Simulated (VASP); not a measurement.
# Li (Im-3m) in VASP: further runs

Li is run at these levels: PBE+D3(BJ); tasks: single point, relaxation of cell and atoms.

Program: VASP 6.6.1. These are calculated values, not measurements. Logs are shortened: lines on timing, memory, paths and dates and some standing lists are left out, and cuts for length are marked.

### Step 1. The cell of the first run

The structure is cubic, space group Im-3m (No. 229). Conventional cell: a = 3.325 Å, b = 3.325 Å, c = 3.325 Å, α = 90.00°, β = 90.00°, γ = 90.00°. Within 3.8 Å of Li (site symmetry m-3m) lie 14 Li at 2.88 to 3.33 Å.

### Step 2. Single point, PBE+D3(BJ)

File INCAR:

```
SYSTEM = Li
ALGO = Fast
EDIFF = 1E-7
ENCUT = 520
GGA = PE
ISIF = 2
ISMEAR = 0
IVDW = 12
LASPH = .TRUE.
LCHARG = .TRUE.
LELF = .TRUE.
LREAL = .FALSE.
LVHAR = .TRUE.
LWAVE = .FALSE.
NBANDS = 8
NELM = 100
PREC = Accurate
SIGMA = 0.1
```

File KPOINTS:

```
k-points
0
G
  18 18 18
  0 0 0
```

File POSCAR:

```
Li
1.0
   -1.6625257875      1.6625257875      1.6625257875
    1.6625257875     -1.6625257875      1.6625257875
    1.6625257875      1.6625257875     -1.6625257875
Li
1
Direct
    0.0000000000      0.0000000000      0.0000000000
```

Potentials or basis: VASP PAW PBE potentials, release 64 (Li_sv).

Command:

```
cat potpaw_PBE.64/Li_sv/POTCAR > POTCAR
mpirun -np 1 vasp_std > vasp.out
```

OUTCAR:

```text
SYSTEM = Li
   EDIFF = 1E-7
   ENCUT = 520
   GGA = PE
   ISIF = 2
   ISMEAR = 0
   IVDW = 12
   LASPH = .TRUE.
   LREAL = .FALSE.
   NELM = 100
   PREC = Accurate
 IVDW          = 12

 ion  position               nearest neighbor table
   1  0.000  0.000  0.000-

  LATTYP: Found a body centered cubic cell.
 ALAT       =     3.3250515750

  Lattice vectors:

 A1 = (  -1.6625257875,   1.6625257875,   1.6625257875)
 A2 = (   1.6625257875,  -1.6625257875,   1.6625257875)
 A3 = (   1.6625257875,   1.6625257875,  -1.6625257875)

Analysis of symmetry for initial positions (statically):
=====================================================================
 Subroutine PRICEL returns:
 Original cell was already a primitive cell.

 Routine SETGRP: Setting up the symmetry group for a
 body centered cubic supercell.

 Subroutine GETGRP returns: Found 48 space group operations
 (whereof 48 operations were pure point group operations)
 out of a pool of 48 trial point group operations.

The static configuration has the point symmetry O_h .

Analysis of symmetry for dynamics (positions and initial velocities):
=====================================================================
 Subroutine PRICEL returns:
 Original cell was already a primitive cell.

 Routine SETGRP: Setting up the symmetry group for a
 body centered cubic supercell.

 Subroutine GETGRP returns: Found 48 space group operations
 (whereof 48 operations were pure point group operations)
 out of a pool of 48 trial point group operations.

The dynamic configuration has the point symmetry O_h .

 Subroutine INISYM returns: Found 48 space group operations
 (whereof 48 operations are pure point group operations),
 and found     1 'primitive' translations

----------------------------------------------------------------------------------------

                                     Primitive cell

  volume of cell :      18.3808

  direct lattice vectors                    reciprocal lattice vectors
    -1.662525787  1.662525787  1.662525787     0.000000000  0.300747215  0.300747215
     1.662525787 -1.662525787  1.662525787     0.300747215  0.000000000  0.300747215
     1.662525787  1.662525787 -1.662525787     0.300747215  0.300747215  0.000000000

  length of vectors
     2.879579133  2.879579133  2.879579133     0.425320790  0.425320790  0.425320790

  position of ions in fractional coordinates (direct lattice)
     0.000000000  0.000000000  0.000000000

  ion indices of the primitive-cell ions
   primitive index   ion index
                 1           1

----------------------------------------------------------------------------------------

 KPOINTS: k-points

Automatic generation of k-mesh.
 Grid dimensions read from file:
 generate k-points for:   18   18   18

 Generating k-lattice:

  Cartesian coordinates                     Fractional coordinates (reciprocal lattice)
     0.000000000  0.016708179  0.016708179     0.055555556  0.000000000  0.000000000
     0.016708179  0.000000000  0.016708179     0.000000000  0.055555556  0.000000000
     0.016708179  0.016708179  0.000000000     0.000000000  0.000000000  0.055555556

  Length of vectors
     0.023628933  0.023628933  0.023628933

  Shift w.r.t. Gamma in fractional coordinates (k-lattice)
     0.000000000  0.000000000  0.000000000

 Subroutine IBZKPT returns following result:
 ===========================================

 Found    195 irreducible k-points:

 Following reciprocal coordinates:
            Coordinates               Weight
  0.000000  0.000000  0.000000      1.000000
  0.055556  0.000000  0.000000     12.000000
  0.111111  0.000000  0.000000     12.000000
  0.166667  0.000000  0.000000     12.000000
  0.222222  0.000000  0.000000     12.000000
  0.277778  0.000000  0.000000     12.000000
[... 16 lines left out ...]
  0.333333  0.111111 -0.000000     48.000000
  0.388889  0.111111 -0.000000     48.000000
 [... further k-points ...]
   k-points           NKPTS =    195   k-points in BZ     NKDIM =    195   number of bands    NBANDS=      8
   number of dos      NEDOS =    301   number of ions     NIONS =      1
   total plane-waves  NPLWV =  13824
   dimension x,y,z NGX =    24 NGY =   24 NGZ =   24
   dimension x,y,z NGXF=    48 NGYF=   48 NGZF=   48
   ions per type =               1
   NGX,Y,Z   is equivalent  to a cutoff of  13.86, 13.86, 13.86 a.u.
   NGXF,Y,Z  is equivalent  to a cutoff of  27.71, 27.71, 27.71 a.u.
 SYSTEM =  Li
   PREC   = accura    normal or accurate (medium, high low for compatibility)
   ISTART =      0    job   : 0-new  1-cont  2-samecut
   ICHARG =      2    charge: 1-file 2-atom 10-const
   ISPIN  =      1    spin polarized calculation?
   LNONCOLLINEAR =      F non collinear calculations
   LSORBIT =      F    spin-orbit coupling
   LASPH  =      T    aspherical Exc in radial PAW
   ENCUT  =  520.0 eV  38.22 Ry    6.18 a.u.   5.35  5.35  5.35*2*pi/ulx,y,z
   NELM   =    100;   NELMIN=  2; NELMDL= -5     # of ELM steps
   EDIFF  = 0.1E-06   stopping-criterion for ELM
   LREAL  =      F    real-space projection
   EDIFFG = 0.1E-05   stopping-criterion for IOM
   NSW    =      0    number of steps for IOM
   IBRION =     -1    ionic relax: 0-MD 1-quasi-New 2-CG
   NFREE  =      0    steps in history (QN), initial steepest desc. (CG)
   ISIF   =      2    stress and relaxation
   ISYM   =      2    0-nonsym 1-usesym 2-fastsym
   POTIM  = 0.5000    time-step for ionic-motion
   TEBEG  =    0.0;   TEEND  =   0.0 temperature during run
   PSTRESS=    0.0 pullay stress
   NELECT =       3.0000    total number of electrons
   NUPDOWN=      -1.0000    fix difference up-down
   EMIN   =  10.00;   EMAX   =-10.00  energy-range for DOS
   EFERMI =   0.00;   METHOD = LEGACY
   ISMEAR =     0;   SIGMA  =   0.10  broadening in eV -4-tet -1-fermi 0-gaus
   EFERMI_NEDOS =   21; number of points for ismear=-14 and -15
   IALGO  =     68    algorithm
   IMIX   =      4    mixing-type and parameters
     AMIX     =   0.40;   BMIX     =  1.00
     AMIX_MAG =   1.60;   BMIX_MAG =  1.00
  volume/ion in A,a.u.               =      18.38       124.04
  Fermi-wavevector in a.u.,A,eV,Ry     =   0.894664  1.690671 10.890437  0.800425
  Thomas-Fermi vector in A             =   2.016898
   LORBIT       =      0    0 simple, 1 ext, 2 COOP (PROOUT), +10 PAW based schemes
   GGA     = PE    functional components
   LHFCALC =     F    Hartree Fock is set to
   AEXX    =    0.0000 exact exchange contribution
   IVDW    =    12    specifies the selected vdW correction
   LEPSILON=     F    determine dielectric tensor
   LRPA    =     F    only Hartree local field effects (RPA)
 non-spin polarized calculation
 RMM-DIIS sequential band-by-band and
 Gauss-broadening in eV      SIGMA  =   0.10
  energy-cutoff  :      520.00
  volume of cell :       18.38
 maximum number of plane-waves:       531
 NGX is ok and might be reduce to    24
   NGX = 11   NGY = 11   NGZ = 11

 number of electron       3.0000003 magnetization

 Free energy of the ion-electron system (eV)
  ---------------------------------------------------
  ext. energy  EPLUGINS =         0.00000000
  ---------------------------------------------------
  free energy    TOTEN  =        -1.89702080 eV

  energy without entropy =       -1.89451208  energy(sigma->0) =       -1.89576644

 E-fermi :   0.9176     XC(G=0):  -7.2867

 val. band max:        0.8952117084   @ k =   0.2778   0.2222  -0.0000
 cond. band min:       0.9428192608   @ k =   0.3333   0.1667   0.0000
 fundamental gap:      0.0476075523
 Fermi energy:         0.9176128574

 k-point     1 :       0.0000    0.0000    0.0000
  band No.  band energies     occupation
      1     -45.4561      2.00000
      2      -2.7748      2.00000
      3      16.5728      0.00000
      4      16.5728      0.00000
      5      16.5728      0.00000
      6      21.5513      0.00000
      7      21.5513      0.00000
      8      21.5513      0.00000

 k-point     2 :       0.0556    0.0000    0.0000
  band No.  band energies     occupation
      1     -45.4551      2.00000
      2      -2.7139      2.00000
      3      16.1446      0.00000
      4      16.2394      0.00000
      5      16.4590      0.00000
      6      20.4716      0.00000
      7      20.6548      0.00000
      8      21.8499      0.00000

 k-point     3 :       0.1111    0.0000    0.0000
  band No.  band energies     occupation
      1     -45.4526      2.00000
      2      -2.5329      2.00000
      3      14.8615      0.00000
      4      15.4965      0.00000
      5      16.1314      0.00000
      6      19.3955      0.00000
      7      19.4644      0.00000
      8      21.4067      0.00000

 k-point     4 :       0.1667    0.0000    0.0000
  band No.  band energies     occupation
      1     -45.4488      2.00000
      2      -2.2309      2.00000
      3      13.0629      0.00000
      4      14.6654      0.00000
      5      15.6495      0.00000
      6      18.3969      0.00000
      7      18.9327      0.00000
      8      21.3565      0.00000

 k-point     5 :       0.2222    0.0000    0.0000
  band No.  band energies     occupation
      1     -45.4442      2.00000
      2      -1.8079      2.00000
      3      11.1534      0.00000
      4      13.8896      0.00000
      5      15.1076      0.00000
      6      17.4852      0.00000
      7      18.7914      0.00000
      8      21.6346      0.00000
[... 177 lines left out ...]
 k-point    22 :       0.2778    0.1111    0.0000
  band No.  band energies     occupation
      1     -45.4333      2.00000
      2      -0.4266      2.00000
      3       7.6723      0.00000
      4      11.3638      0.00000
      5      13.1824      0.00000
      6      18.2415      0.00000
      7      19.2319      0.00000
      8      22.9768      0.00000

 k-point    23 :       0.3333    0.1111   -0.0000
  band No.  band energies     occupation
      1     -45.4298      2.00000
      2       0.3081      2.00000
      3       6.1919      0.00000
      4      10.9971      0.00000
      5      12.8351      0.00000
      6      17.9621      0.00000
      7      19.5103      0.00000
      8      23.6917      0.00000

 k-point    24 :       0.3889    0.1111   -0.0000
  band No.  band energies     occupation
      1     -45.4275      2.00000
      2       1.0218      0.14058
      3       5.0258      0.00000
      4      10.7758      0.00000
      5      12.6230      0.00000
      6      17.7809      0.00000
      7      19.7521      0.00000
      8      24.4437      0.00000

 [... further k-points ...]

------------------------ aborting loop because EDIFF is reached ----------------------------------------

 Edisp (eV)   -0.18641

 E8    (eV) :    -0.0775

  FORCE on cell =-STRESS in cart. coord.  units (eV):
  Direction    XX          YY          ZZ          XY          YZ          ZX
  --------------------------------------------------------------------------------------
  -------------------------------------------------------------------------------------
  Total      -0.01611    -0.01611    -0.01611     0.00000     0.00000    -0.00000
  in kB      -1.40420    -1.40420    -1.40420     0.00000     0.00000    -0.00000
  external pressure =       -1.40 kB  Pullay stress =        0.00 kB

 VOLUME and BASIS-vectors are now :
 -----------------------------------------------------------------------------
  energy-cutoff  :      520.00
  volume of cell :       18.38
      direct lattice vectors                 reciprocal lattice vectors
    -1.662525787  1.662525787  1.662525787     0.000000000  0.300747215  0.300747215
     1.662525787 -1.662525787  1.662525787     0.300747215  0.000000000  0.300747215
     1.662525787  1.662525787 -1.662525787     0.300747215  0.300747215  0.000000000

 POSITION                                       TOTAL-FORCE (eV/Angst)
 -----------------------------------------------------------------------------------
      0.00000      0.00000      0.00000        -0.000000     -0.000000     -0.000000
 -----------------------------------------------------------------------------------
    total drift:                               -0.000000      0.000000      0.000000

  FREE ENERGIE OF THE ION-ELECTRON SYSTEM (eV)
  ---------------------------------------------------
  free  energy   TOTEN  =        -2.0834305106 eV

  energy  without entropy=       -2.0809217882  energy(sigma->0) =       -2.08217615
```

Wall time 25 s (1 thread of Intel Xeon Platinum 8259CL at 2.50GHz (Skylake/Cascade Lake), shared host); peak memory 0.15 GiB.

What came out:

* Free energy: -2.0834 eV
* Dispersion energy per atom: -0.186 eV

Levels at points of the mesh, in eV from the Fermi level:
| k point | band 1 | band 2 | band 3 | band 4 | band 5 | band 6 |
| --- | --- | --- | --- | --- | --- | --- |
| (0.00, 0.00, 0.00) | -46.37 | -3.69 | 15.66 | 15.66 | 15.66 | 20.63 |
| (0.50, 0.00, 0.00) | -46.35 | 0.21 | 3.59 | 11.08 | 12.63 | 14.48 |
| (0.50, 0.50, 0.50) | -46.33 | 5.88 | 5.88 | 5.88 | 8.21 | 8.21 |

Caveat: the cutoff is under 1.25 times the usual one of these potentials, so pressure, stress and relaxed cells hold a basis-set (Pulay) error; pairwise dispersion overbinds metals, which lowers pressure and volume.

### Step 3. Relaxation of cell and atoms, PBE+D3(BJ)

File INCAR:

```
  ALGO = Normal
  EDIFF = 1E-6
  EDIFFG = -0.005
  ENCUT = 600
  GGA = PE
  IBRION = 2
  ISIF = 3
  ISMEAR = 0
  IVDW = 12
  LASPH = T
  LCHARG = F
  LREAL = F
  LWAVE = F
  NELM = 80
  NSW = 100
  PREC = Accurate
  SIGMA = 0.1
```

File KPOINTS:

```
k-points
0
Gamma
  18 18 18
```

POSCAR is that of step 2.

Potentials or basis: VASP PAW PBE potentials, release 64 (Li_sv).

Command:

```
cat potpaw_PBE.64/Li_sv/POTCAR > POTCAR
mpirun -np 1 vasp_std > vasp.out
```

OUTCAR:

```text
EDIFF = 1E-6
   EDIFFG = -0.005
   ENCUT = 600
   GGA = PE
   IBRION = 2
   ISIF = 3
   ISMEAR = 0
   IVDW = 12
   LASPH = T
   LREAL = F
   NELM = 80
   NSW = 100
   PREC = Accurate
 IVDW          = 12

 ion  position               nearest neighbor table
   1  0.000  0.000  0.000-

  LATTYP: Found a body centered cubic cell.
 ALAT       =     3.3250515750

  Lattice vectors:

 A1 = (  -1.6625257875,   1.6625257875,   1.6625257875)
 A2 = (   1.6625257875,  -1.6625257875,   1.6625257875)
 A3 = (   1.6625257875,   1.6625257875,  -1.6625257875)

Analysis of symmetry for initial positions (statically):
=====================================================================
 Subroutine PRICEL returns:
 Original cell was already a primitive cell.

 Routine SETGRP: Setting up the symmetry group for a
 body centered cubic supercell.

 Subroutine GETGRP returns: Found 48 space group operations
 (whereof 48 operations were pure point group operations)
 out of a pool of 48 trial point group operations.

The static configuration has the point symmetry O_h .

Analysis of symmetry for dynamics (positions and initial velocities):
=====================================================================
 Subroutine PRICEL returns:
 Original cell was already a primitive cell.

 Routine SETGRP: Setting up the symmetry group for a
 body centered cubic supercell.

[... 139 lines left out ...]
   NGX = 11   NGY = 11   NGZ = 11

--------------------------------------- Ionic step        1  -------------------------------------------

 number of electron       3.0000003 magnetization

 Free energy of the ion-electron system (eV)
  ---------------------------------------------------
  ext. energy  EPLUGINS =         0.00000000
  ---------------------------------------------------
  free energy    TOTEN  =        -1.89685901 eV

  energy without entropy =       -1.89435123  energy(sigma->0) =       -1.89560512

------------------------ aborting loop because EDIFF is reached ----------------------------------------

 Edisp (eV)   -0.18641

 E8    (eV) :    -0.0775
[... 69 lines left out ...]
--------------------------------------- Ionic step        3  -------------------------------------------

 number of electron       3.0000001 magnetization

 Free energy of the ion-electron system (eV)
  ---------------------------------------------------
  ext. energy  EPLUGINS =         0.00000000
  ---------------------------------------------------
  free energy    TOTEN  =        -1.89510332 eV

  energy without entropy =       -1.89259555  energy(sigma->0) =       -1.89384944

 E-fermi :   0.9473     XC(G=0):  -7.3124

 val. band max:        0.9254672498   @ k =   0.2778   0.2222  -0.0000
 cond. band min:       0.9725454515   @ k =   0.3333   0.1667   0.0000
 fundamental gap:      0.0470782017
 Fermi energy:         0.9472502684

 k-point     1 :       0.0000    0.0000    0.0000
  band No.  band energies     occupation
      1     -45.4068      2.00000
      2      -2.7585      2.00000
      3      16.7137      0.00000
      4      16.7137      0.00000
      5      16.7137      0.00000
[... 177 lines left out ...]
 k-point    24 :       0.3889    0.1111   -0.0000
  band No.  band energies     occupation
      1     -45.3772      2.00000
      2       1.0507      0.14365
      3       5.0894      0.00000
      4      10.8747      0.00000
      5      12.7320      0.00000

 [... further k-points ...]

------------------------ aborting loop because EDIFF is reached ----------------------------------------

 Edisp (eV)   -0.18828

 E8    (eV) :    -0.0782
[... 24 lines left out ...]
  FREE ENERGIE OF THE ION-ELECTRON SYSTEM (eV)
  ---------------------------------------------------
  free  energy   TOTEN  =        -2.0833860654 eV

  energy  without entropy=       -2.0808783020  energy(sigma->0) =       -2.08213218

 reached required accuracy - stopping structural energy minimisation
```

OSZICAR:

```text
N       E                     dE             d eps       ncg     rms          rms(c)
DAV:   1     0.807847631486E+00    0.80785E+00   -0.77104E+02  1990   0.455E+02
[... 17 lines left out ...]
       N       E                     dE             d eps       ncg     rms          rms(c)
DAV:   1    -0.189519406533E+01    0.11657E-02   -0.38174E-03  2725   0.668E-01    0.125E-01
DAV:   2    -0.189516826254E+01    0.25803E-04   -0.58349E-04  2515   0.208E-01    0.845E-02
DAV:   3    -0.189510406029E+01    0.64202E-04   -0.17108E-04  3645   0.882E-02    0.321E-02
DAV:   4    -0.189510096884E+01    0.30915E-05   -0.14916E-05  3515   0.343E-02    0.281E-03
DAV:   5    -0.189510245295E+01   -0.14841E-05   -0.61693E-07  1235   0.900E-03    0.130E-03
DAV:   6    -0.189510331774E+01   -0.86479E-06   -0.13931E-07   980   0.423E-03
   3 F= -.20833861E+01 E0= -.20821322E+01  d E =-.117346E-03
```

It took 17 s on 1 thread of Intel Xeon Platinum 8259CL at 2.50GHz (Skylake/Cascade Lake), shared host; peak memory 0.15 GiB.

What came out:

- Free energy: -2.0834 eV
- Relaxed volume: 18.20 Å³/atom
- Relaxed cell: a = 2.870 Å, b = 2.870 Å, c = 2.870 Å, α = 109.47°, β = 109.47°, γ = 109.47°
- Space group after relaxing (to 0.05 Å): Im-3m (No. 229)
- Energy gained by relaxing: 0.1 meV/atom
- Ionic steps: 3
- Pressure after relaxing: 0.0 GPa
- Dispersion energy per atom: -0.188 eV

The path:
```tsv
step	energy change (eV)	largest force (eV/Å)	pressure (GPa)	volume (Å³)
1	0.0000	0.0000	-0.18	18.38
2	-0.0001	0.0000	-0.12	18.33
3	-0.0001	0.0000	-0.03	18.20
```

Final structure:
```cif
data_structure
_symmetry_space_group_name_H-M 'P 1'
_symmetry_Int_Tables_number 1
_cell_length_a 2.8700
_cell_length_b 2.8700
_cell_length_c 2.8700
_cell_angle_alpha 109.471
_cell_angle_beta 109.471
_cell_angle_gamma 109.471
_cell_volume 18.20
loop_
_atom_site_label
_atom_site_type_symbol
_atom_site_fract_x
_atom_site_fract_y
_atom_site_fract_z
_atom_site_occupancy
Li1 Li 0.00000 0.00000 0.00000 1
```

Levels at points of the mesh, in eV from the Fermi level:
```tsv
k point	band 1	band 2	band 3	band 4
(0.00, 0.00, 0.00)	-46.35	-3.71	15.77	15.77
(0.50, 0.00, 0.00)	-46.32	0.21	3.62	11.16
(0.50, 0.50, 0.50)	-46.30	5.92	5.92	5.92
```

Caveat: the cutoff is under 1.25 times the usual one of these potentials, so pressure, stress and relaxed cells hold a basis-set (Pulay) error; pairwise dispersion overbinds metals, which lowers pressure and volume.
